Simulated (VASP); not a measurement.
# VAs (F-43m) in VASP: single point with LDA+U

Aim: the single point of VAs with LDA+U.

Program: VASP 6.6.1. These are calculated values, not measurements. Logs are shortened: lines on timing, memory, paths and dates and some standing lists are left out, and cuts for length are marked.

### 1 The cell of the first run

It takes space group F-43m (No. 216, cubic). The conventional cell has a = 5.687 Å, b = 5.687 Å, c = 5.687 Å, α = 90.00°, β = 90.00°, γ = 90.00°. V (site symmetry -43m) has 4 As at 2.46 Å within 3.3 Å. As (site symmetry -43m) has 4 V at 2.46 Å within 3.3 Å.

### 2 Single point, LDA+U, collinear spin, ferromagnetic start

INCAR reads:

```
SYSTEM = VAs
  PREC = Accurate
  ENCUT = 500
  EDIFF = 1E-6
  ISMEAR = -1
  SIGMA = 0.0233
  LREAL = .False.
  LASPH = .True.
  NELM = 200
  ALGO = Normal
  ISIF = 2
  LWAVE = .False.
  LCHARG = .True.
  ISPIN = 2
  MAGMOM = 2 2 0 0
  LORBIT = 11
  LMAXMIX = 4
  LDAU = .True.
  LDAUTYPE = 2
  LDAUL = 2 -1
  LDAUU = 5.74 0
  LDAUJ = 0 0
  LDAUPRINT = 1
  GGA = CA
  LELF = .True.
  LVHAR = .True.
  NBANDS = 30
  ISYM = 0
  GGA_COMPAT = .False.
```

KPOINTS reads:

```
Automatic mesh
0
Gamma
  5 5 3
  0.5 0.5 0.5
```

POSCAR reads:

```
VAs
1.0
    2.8433392800      2.8433392800      0.0000000000
   -2.8433392800      2.8433392800      0.0000000000
    0.0000000000      0.0000000000      5.6866785600
V As
2 2
Direct
    0.0000000000      0.0000000000      0.0000000000
    0.5000000000      0.5000000000      0.5000000000
    0.5000000000      0.0000000000      0.2500000000
    0.0000000000      0.5000000000      0.7500000000
```

Potentials or basis: VASP PAW LDA potentials, release 64 (V_sv, As).

Run with:

```console
$ cat potpaw_LDA.64/V_sv/POTCAR potpaw_LDA.64/As/POTCAR > POTCAR
$ mpirun -np 1 vasp_std > vasp.out
```

OUTCAR:

```text
SYSTEM = VAs
   PREC = Accurate
   ENCUT = 500
   EDIFF = 1E-6
   ISMEAR = -1
   LREAL = .False.
   LASPH = .True.
   NELM = 200
   ISIF = 2
   ISPIN = 2
   LORBIT = 11
   GGA = CA
   ISYM = 0

 ion  position               nearest neighbor table
   1  0.000  0.000  0.000-   3 2.46   4 2.46   4 2.46   3 2.46
   2  0.500  0.500  0.500-   3 2.46   4 2.46   3 2.46   4 2.46
   3  0.500  0.000  0.250-   1 2.46   2 2.46   2 2.46   1 2.46
   4  0.000  0.500  0.750-   1 2.46   2 2.46   1 2.46   2 2.46

IMPORTANT INFORMATION: All symmetrisations will be switched off!
NOSYMM: (Re-)initialisation of all symmetry stuff for point group C_1.

----------------------------------------------------------------------------------------

                                     Primitive cell

  volume of cell :      91.9488

  direct lattice vectors                    reciprocal lattice vectors
     2.843339280  2.843339280  0.000000000     0.175849574  0.175849574  0.000000000
    -2.843339280  2.843339280  0.000000000    -0.175849574  0.175849574  0.000000000
     0.000000000  0.000000000  5.686678560     0.000000000  0.000000000  0.175849574

  length of vectors
     4.021088972  4.021088972  5.686678560     0.248688852  0.248688852  0.175849574

  position of ions in fractional coordinates (direct lattice)
     0.000000000  0.000000000  0.000000000
     0.500000000  0.500000000  0.500000000
     0.500000000  0.000000000  0.250000000
     0.000000000  0.500000000  0.750000000

  ion indices of the primitive-cell ions
   primitive index   ion index
                 1           1
                 2           2
                 3           3
                 4           4

----------------------------------------------------------------------------------------

 KPOINTS: Automatic mesh

Automatic generation of k-mesh.
 Grid dimensions read from file:
 generate k-points for:    5    5    3

 Generating k-lattice:

  Cartesian coordinates                     Fractional coordinates (reciprocal lattice)
     0.035169915  0.035169915  0.000000000     0.200000000  0.000000000  0.000000000
    -0.035169915  0.035169915  0.000000000     0.000000000  0.200000000  0.000000000
     0.000000000  0.000000000  0.058616525     0.000000000  0.000000000  0.333333333

  Length of vectors
     0.049737770  0.049737770  0.058616525

  Shift w.r.t. Gamma in fractional coordinates (k-lattice)
     0.500000000  0.500000000  0.500000000

 Subroutine IBZKPT returns following result:
 ===========================================

 Found     38 irreducible k-points:

 Following reciprocal coordinates:
            Coordinates               Weight
  0.100000  0.100000  0.166667      2.000000
 -0.100000  0.100000  0.166667      2.000000
 -0.100000 -0.100000  0.166667      2.000000
  0.100000 -0.100000  0.166667      2.000000
  0.300000  0.100000  0.166667      2.000000
 -0.100000  0.300000  0.166667      2.000000
[... 16 lines left out ...]
  0.500000 -0.300000  0.166667      2.000000
  0.300000  0.500000  0.166667      2.000000
 [... further k-points ...]
   k-points           NKPTS =     38   k-points in BZ     NKDIM =     38   number of bands    NBANDS=     30
   number of dos      NEDOS =    301   number of ions     NIONS =      4
   total plane-waves  NPLWV =  37800
   dimension x,y,z NGX =    30 NGY =   30 NGZ =   42
   dimension x,y,z NGXF=    60 NGYF=   60 NGZF=   84
   ions per type =               2   2
   NGX,Y,Z   is equivalent  to a cutoff of  12.40, 12.40, 12.28 a.u.
[... 68 lines left out ...]
 -0.0000  0.1140 -0.0000  0.0000 -0.0000
  0.0000 -0.0000  0.0330  0.0000 -0.0000
  0.0000  0.0000  0.0000  0.1140  0.0000
  0.0000 -0.0000 -0.0000  0.0000  0.0329

 occupancies and eigenvectors

  o =  0.0329  v =  0.0000  0.0000  0.0000  0.0000  0.0000  0.0001 -0.0000 -0.0016  0.0000 -1.0000      0.0000  0.0000  0.0000  0.0000  0.0000  0.0000  0.0000  0.0000  0.0000  0.0000
  o =  0.0330  v =  0.0000  0.0000  0.0000  0.0000  0.0000 -0.0000  0.0000  1.0000 -0.0000 -0.0016      0.0000  0.0000  0.0000  0.0000  0.0000  0.0000  0.0000  0.0000  0.0000  0.0000
  o =  0.1140  v =  0.0000  0.0000  0.0000  0.0000  0.0000 -0.0189 -0.2178  0.0000  0.9758  0.0000      0.0000  0.0000  0.0000  0.0000  0.0000  0.0000  0.0000  0.0000  0.0000  0.0000
  o =  0.1140  v =  0.0000  0.0000  0.0000  0.0000  0.0000  0.0006  0.9760 -0.0000  0.2178 -0.0000      0.0000  0.0000  0.0000  0.0000  0.0000  0.0000  0.0000  0.0000  0.0000  0.0000
  o =  0.1140  v =  0.0000  0.0000  0.0000  0.0000  0.0000 -0.9998  0.0047 -0.0000 -0.0184 -0.0001      0.0000  0.0000  0.0000  0.0000  0.0000  0.0000  0.0000  0.0000  0.0000  0.0000
  o =  0.2562  v = -0.0056 -0.1255 -0.0000  0.9921  0.0000  0.0000  0.0000  0.0000  0.0000  0.0000      0.0000  0.0000  0.0000  0.0000  0.0000  0.0000  0.0000  0.0000  0.0000  0.0000
  o =  0.2562  v =  0.0008 -0.9921 -0.0001 -0.1255  0.0000  0.0000  0.0000  0.0000  0.0000  0.0000      0.0000  0.0000  0.0000  0.0000  0.0000  0.0000  0.0000  0.0000  0.0000  0.0000
  o =  0.2588  v = -1.0000 -0.0001  0.0000 -0.0056  0.0001  0.0000  0.0000  0.0000  0.0000  0.0000      0.0000  0.0000  0.0000  0.0000  0.0000  0.0000  0.0000  0.0000  0.0000  0.0000
  o =  0.8813  v =  0.0000 -0.0001  1.0000  0.0000  0.0001  0.0000  0.0000  0.0000  0.0000  0.0000      0.0000  0.0000  0.0000  0.0000  0.0000  0.0000  0.0000  0.0000  0.0000  0.0000
  o =  0.8823  v = -0.0001 -0.0000  0.0001  0.0000 -1.0000  0.0000  0.0000  0.0000  0.0000  0.0000      0.0000  0.0000  0.0000  0.0000  0.0000  0.0000  0.0000  0.0000  0.0000  0.0000

atom =   2  type =  1  l = 2

 onsite density matrix

spin component  1

  0.2588 -0.0000 -0.0000 -0.0000 -0.0000
 -0.0000  0.2562  0.0000 -0.0000  0.0000
 -0.0000  0.0000  0.8813  0.0000 -0.0000
 -0.0000 -0.0000  0.0000  0.2562 -0.0000
 -0.0000  0.0000 -0.0000 -0.0000  0.8823

spin component  2

  0.1140  0.0000 -0.0000 -0.0000 -0.0000
  0.0000  0.1140  0.0000 -0.0000 -0.0000
 -0.0000  0.0000  0.0330  0.0000 -0.0000
 -0.0000 -0.0000  0.0000  0.1140 -0.0000
 -0.0000 -0.0000 -0.0000 -0.0000  0.0329

 occupancies and eigenvectors

  o =  0.0329  v =  0.0000  0.0000  0.0000  0.0000  0.0000 -0.0000 -0.0000 -0.0006 -0.0000 -1.0000      0.0000  0.0000  0.0000  0.0000  0.0000  0.0000  0.0000  0.0000  0.0000  0.0000
  o =  0.0330  v =  0.0000  0.0000  0.0000  0.0000  0.0000  0.0000 -0.0000  1.0000 -0.0000 -0.0006      0.0000  0.0000  0.0000  0.0000  0.0000  0.0000  0.0000  0.0000  0.0000  0.0000
  o =  0.1140  v =  0.0000  0.0000  0.0000  0.0000  0.0000  0.0058  0.7042  0.0000  0.7100 -0.0000      0.0000  0.0000  0.0000  0.0000  0.0000  0.0000  0.0000  0.0000  0.0000  0.0000
  o =  0.1140  v =  0.0000  0.0000  0.0000  0.0000  0.0000  0.0121 -0.7100  0.0000  0.7041 -0.0000      0.0000  0.0000  0.0000  0.0000  0.0000  0.0000  0.0000  0.0000  0.0000  0.0000
  o =  0.1140  v =  0.0000  0.0000  0.0000  0.0000  0.0000  0.9999  0.0045 -0.0000 -0.0126 -0.0000      0.0000  0.0000  0.0000  0.0000  0.0000  0.0000  0.0000  0.0000  0.0000  0.0000
  o =  0.2562  v =  0.0033  0.7569 -0.0001  0.6535  0.0000  0.0000  0.0000  0.0000  0.0000  0.0000      0.0000  0.0000  0.0000  0.0000  0.0000  0.0000  0.0000  0.0000  0.0000  0.0000
  o =  0.2562  v = -0.0035  0.6535  0.0000 -0.7569 -0.0000  0.0000  0.0000  0.0000  0.0000  0.0000      0.0000  0.0000  0.0000  0.0000  0.0000  0.0000  0.0000  0.0000  0.0000  0.0000
  o =  0.2588  v =  1.0000 -0.0002  0.0000 -0.0047  0.0000  0.0000  0.0000  0.0000  0.0000  0.0000      0.0000  0.0000  0.0000  0.0000  0.0000  0.0000  0.0000  0.0000  0.0000  0.0000
  o =  0.8813  v =  0.0000 -0.0000 -1.0000 -0.0000 -0.0000  0.0000  0.0000  0.0000  0.0000  0.0000      0.0000  0.0000  0.0000  0.0000  0.0000  0.0000  0.0000  0.0000  0.0000  0.0000
  o =  0.8823  v = -0.0000  0.0000 -0.0000 -0.0000  1.0000  0.0000  0.0000  0.0000  0.0000  0.0000      0.0000  0.0000  0.0000  0.0000  0.0000  0.0000  0.0000  0.0000  0.0000  0.0000

 number of electron      35.9999969 magnetization       4.0000838

 Free energy of the ion-electron system (eV)
  ---------------------------------------------------
  ext. energy  EPLUGINS =         0.00000000
  ---------------------------------------------------
  free energy    TOTEN  =       -20.79371700 eV

  energy without entropy =      -20.79371639  energy(sigma->0) =      -20.79371670

 E-fermi :   3.4929     XC(G=0):  -9.8738

 val. band max:        3.1968966447   @ k =   0.3000   0.3000   0.5000
 cond. band min:       3.7499686258   @ k =   0.5000   0.5000   0.1667
 fundamental gap:      0.5530719811
 Fermi energy:         3.4928585540

 spin component 1

 k-point     1 :       0.1000    0.1000    0.1667
  band No.  band energies     occupation
      1     -60.6907      1.00000
      2     -60.6897      1.00000
      3     -34.9551      1.00000
      4     -34.9450      1.00000
      5     -34.9443      1.00000
      6     -34.9436      1.00000
[... 1577 lines left out ...]
     29      12.3449      0.00000
     30      12.3449      0.00000

 [... further k-points ...]
[... 5 lines left out ...]
  --------------------------------------------------------------------------------------
  -------------------------------------------------------------------------------------
  Total        2.5834954      2.5835042      2.4974985      0.0000107     -0.0000246      0.0000094
  in kB       45.0165514     45.0167052     43.5180853      0.0001870     -0.0004279      0.0001643
  external PRESSURE =      44.5171140 kB  Pullay stress =       0.0000000 kB

 VOLUME and BASIS-vectors are now :
 -----------------------------------------------------------------------------
  energy-cutoff  :      500.00
  volume of cell :       91.95
      direct lattice vectors                 reciprocal lattice vectors
     2.843339280  2.843339280  0.000000000     0.175849574  0.175849574  0.000000000
    -2.843339280  2.843339280  0.000000000    -0.175849574  0.175849574  0.000000000
     0.000000000  0.000000000  5.686678560     0.000000000  0.000000000  0.175849574

 POSITION                                       TOTAL-FORCE (eV/Angst)
 -----------------------------------------------------------------------------------
      0.00000      0.00000      0.00000         0.000045     -0.000008      0.000000
      0.00000      2.84334      2.84334        -0.000024      0.000006     -0.000002
      1.42167      1.42167      1.42167        -0.000022     -0.000056      0.000003
     -1.42167      1.42167      4.26501         0.000001      0.000058     -0.000001
 -----------------------------------------------------------------------------------
    total drift:                                0.000001     -0.000000      0.000000

  FREE ENERGIE OF THE ION-ELECTRON SYSTEM (eV)
  ---------------------------------------------------
  free  energy   TOTEN  =       -20.7937170032 eV

  energy  without entropy=      -20.7937163885  energy(sigma->0) =      -20.79371670

 total charge

# of ion       s       p       d       tot
------------------------------------------
    1        2.271   6.160   2.922  11.353
    2        2.271   6.160   2.922  11.353
    3        1.217   1.735   0.022   2.974
    4        1.217   1.735   0.022   2.974
--------------------------------------------------
tot          6.976  15.790   5.888  28.654

 magnetization (x)

# of ion       s       p       d       tot
------------------------------------------
    1        0.016  -0.002   2.118   2.133
    2        0.016  -0.002   2.118   2.133
    3       -0.016  -0.140   0.012  -0.143
    4       -0.016  -0.140   0.012  -0.143
--------------------------------------------------
tot          0.000  -0.283   4.262   3.979
```

Run time: 5.7 min. Hardware: 1 thread of Oxide Virtual Turin-like, shared host; peak memory 0.23 GiB.

Results:

```yaml
Free_energy: -20.7937 eV
Pressure: 4.5 GPa
Band_gap_on_the_k_mesh: 0.55 eV
Net_moment: 4.00 μB per cell
Site_moments: V +2.13; As -0.14 μB
Valence_electrons_inside_the_program's_atomic_spheres: V 11.35; As 2.97
```

Stress tensor (GPa, compression positive):
```
4.50 0.00 0.00
0.00 4.50 0.00
0.00 0.00 4.35
```

Levels at points of the mesh, in eV from the valence-band top:
Spin up:
```
           k point  band 17  band 18  band 19  band 20  band 21  band 22  band 23  band 24
(0.50, 0.50, 0.50)    -0.70    -0.70    -0.01    -0.01     0.58     0.58     2.01     2.01
```
Spin down:
```
           k point  band 13  band 14  band 15  band 16  band 17  band 18  band 19  band 20
(0.50, 0.50, 0.50)    -1.68    -1.68    -0.59    -0.59     2.04     2.04     3.42     3.42
```

Eigenvalues of the final occupation matrices:
| site | spin | trace | eigenvalues |
| --- | --- | --- | --- |
| site 1 d | 1 | 2.53 | 0.26 0.26 0.26 0.88 0.88 |
| site 1 d | 2 | 0.41 | 0.03 0.03 0.11 0.11 0.11 |
| site 2 d | 1 | 2.53 | 0.26 0.26 0.26 0.88 0.88 |
| site 2 d | 2 | 0.41 | 0.03 0.03 0.11 0.11 0.11 |

Caveat: the cell stands under pressure; a shifted mesh leaves out Γ, where band edges can lie; the U is typed as a test and isn't derived for this compound.
